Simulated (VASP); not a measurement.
Set up this calculation in VASP 6.6.1, as the native input.

* Task: single point
* Functional: PBEsol
* Dispersion: D3(BJ)
* Potentials or basis: VASP PAW PBE potentials, release 64 (B, N)
* Cutoff: 600 eV
* k mesh: 8 × 8 × 6
* Occupations: gaussian, width 0.01 eV
* Spin: no spin polarisation
* Dipole correction: no
* Further INCAR settings: ALGO = Normal; EDIFF = 1e-06; NBANDS = 11

The structure of BN lies in POSCAR:

```
BN
1.0
    2.5080410000      0.0000000000      0.0000000000
   -1.2467110000      2.1762310000      0.0000000000
   -0.6306650000     -1.0881160000      3.0225400000
B N
1 1
Direct
    0.9796430000      0.9834990000      0.0018060000
    0.6685060000      0.3323850000      0.9849990000
```

These files were run (other wordings do the same):

INCAR

```
SYSTEM = BN
PREC     = Accurate       ! precision mode
ENCUT    = 600            ! plane-wave cutoff, eV
EDIFF    = 1E-6           ! SCF threshold, eV
ISMEAR   = 0              ! smearing method
SIGMA    = 0.01           ! smearing width, eV
LREAL    = .FALSE.        ! projectors in reciprocal space
LASPH    = .TRUE.         ! aspherical terms in the spheres
NELM     = 120            ! most SCF steps
ALGO     = Normal         ! electronic algorithm
ISIF     = 2              ! what is computed and relaxed
LWAVE    = .FALSE.        ! write WAVECAR
LCHARG   = .FALSE.        ! write CHGCAR
GGA      = PS             ! functional
IVDW     = 12             ! dispersion correction
NBANDS   = 11             ! bands
GGA_COMPAT= .FALSE.
```

KPOINTS

```
Automatic mesh
0
G
  8 8 6
  0 0 0
```

Potentials or basis: VASP PAW PBE potentials, release 64 (B, N).

Launch:

```console
$ cat potpaw_PBE.64/B/POTCAR potpaw_PBE.64/N/POTCAR > POTCAR
$ mpirun -np 1 vasp_std > vasp.out
```

Results of the run:

```json
{"Pressure": "-0.4 GPa", "Largest force": "2.741 eV/Å", "Band gap on the k mesh": "2.66 eV, indirect (least direct gap 4.45 eV)", "Dispersion energy per atom": "-0.110 eV"}
```

Caveat: three body term missing; the PAW data sets were made with another functional, which shifts forces and pressure a little.

It took 14 s on 1 thread of Intel(R) Xeon(R) 6975P-C (Granite Rapids), with other jobs on the host, peak memory 0.17 GiB.
